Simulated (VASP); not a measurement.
Li4Nb4O11 (a cell with a defect), 19 atoms in the cell. The cell holds a defect, 19 atoms: a = 5.223 Å, b = 5.499 Å, c = 7.584 Å, α = 94.07°, β = 90.00°, γ = 90.00°.  This cell differs from its parent crystal: atom 18 moved 0.500 of the way to it and +0.350 Å across, host rigid.

| Property | Result |
| --- | --- |
| Program | VASP 6.6.1 |
| Task | single point |
| Functional | PBE |
| Potentials or basis | VASP PAW PBE potentials, release 64 (Li_sv, Nb_sv, O) |
| Cutoff | 520 eV |
| k mesh | 4 × 4 × 4 |
| Occupations | gaussian, width 0.05 eV |
| Spin | no spin polarisation |
| Dipole correction | no |
| Charge | 2 |
| Further INCAR settings | LREAL = Auto; ALGO = Normal; EDIFF = 1e-07; NBANDS = 80; NELECT = 128.0 |

Potentials or basis: VASP PAW PBE potentials, release 64 (Li_sv, Nb_sv, O).

Run with:

```bash
$ cat potpaw_PBE.64/Li_sv/POTCAR potpaw_PBE.64/Nb_sv/POTCAR potpaw_PBE.64/O/POTCAR > POTCAR
$ mpirun -np 1 vasp_std > vasp.out
```

Hardware: 1 thread of Intel(R) Xeon(R) 6975P-C (Granite Rapids), with other jobs on the host.

**Question.** How long does it take, and how much memory?

**Answer.** Wall time 8.3 min on 1 thread of Intel(R) Xeon(R) 6975P-C (Granite Rapids), on a shared host, peak memory 0.52 GiB. Counts: scf iterations 18, k points 36.
